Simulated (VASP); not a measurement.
Nb, 4 atoms in the cell. Symmetry: P6_3/mmc, No. 194, hexagonal system. Conventional cell: a = 2.859 Å, b = 2.859 Å, c = 10.497 Å, α = 90.00°, β = 90.00°, γ = 120.00°. Within 3.8 Å of Nb (site symmetry -3m) lie 12 Nb at 2.86 to 3.10 Å. Nb (site symmetry -6m2) has 12 Nb at 2.86 to 3.10 Å within 3.8 Å. This isn't the form of Nb at room conditions, which is bcc.

- Program: VASP 6.6.1
- Task: single point
- Functional: r2SCAN
- Potentials or basis: VASP PAW PBE potentials, release 64 (Nb_sv)
- Cutoff: 520 eV
- k mesh: 14 × 14 × 4
- Occupations: fermi-dirac, width 0.1 eV
- Spin: no spin polarisation
- Dipole correction: no
- Further INCAR settings: ALGO = Normal; EDIFF = 1e-06; NBANDS = 34

Potentials or basis: VASP PAW PBE potentials, release 64 (Nb_sv).

The run is started by

```sh
$ cat potpaw_PBE.64/Nb_sv/POTCAR > POTCAR
$ cp INCAR.step1 INCAR
$ mpirun -np 1 vasp_std > vasp.out
$ cp INCAR.step2 INCAR
$ mpirun -np 1 vasp_std > vasp.out
```

Hardware: 1 thread of Intel(R) Xeon(R) Platinum 8259CL CPU @ 2.50GHz (Skylake/Cascade Lake), with other jobs on the host.

Task: How long does it take, and how much memory?

Result: Run time: 9 min on 1 thread of Intel(R) Xeon(R) Platinum 8259CL CPU @ 2.50GHz (Skylake/Cascade Lake), with other jobs on the host, peak memory 0.3 GiB. Counts: k points 72.
